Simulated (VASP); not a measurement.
Input of a VASP 6.6.1 run:

Contents of INCAR:

```
PREC     = Accurate       # precision mode
ENCUT    = 520            # plane-wave cutoff, eV
EDIFF    = 1E-6           # SCF threshold, eV
ISMEAR   = 1              # smearing method
SIGMA    = 0.1            # smearing width, eV
LREAL    = F              # projectors in reciprocal space
LASPH    = T              # aspherical terms in the spheres
NELM     = 100            # most SCF steps
ALGO     = Normal         # electronic algorithm
ISIF     = 2              # what is computed and relaxed
LWAVE    = F              # write WAVECAR
LCHARG   = F              # write CHGCAR
GGA      = PS             # functional
NBANDS   = 13             # bands
```

Contents of KPOINTS:

```
Automatic mesh
0
Gamma
  10 10 10
```

POSCAR

```
Ge
1.0
   -1.6084200000      1.6084200000      1.8731800000
    1.6084200000     -1.6084200000      1.8731800000
    1.6084200000      1.6084200000     -1.8731800000
Ge
1
Direct
    0.5000000000      0.5000000000      0.0000000000
```

Potentials or basis: VASP PAW PBE potentials, release 64 (Ge_d).

Command:

```console
$ cat potpaw_PBE.64/Ge_d/POTCAR > POTCAR
$ mpirun -np 1 vasp_std > vasp.out
```

(1) What does it give for the band gap on the k mesh?

(2) Predict the pressure.

## Answers

(1) zero (band 7 reaches 14.95 eV, above the bottom of band 8 at 3.75 eV).

(2) -3.6 GPa.

Caveat: the PAW data sets were made with another functional, which shifts forces and pressure a little.
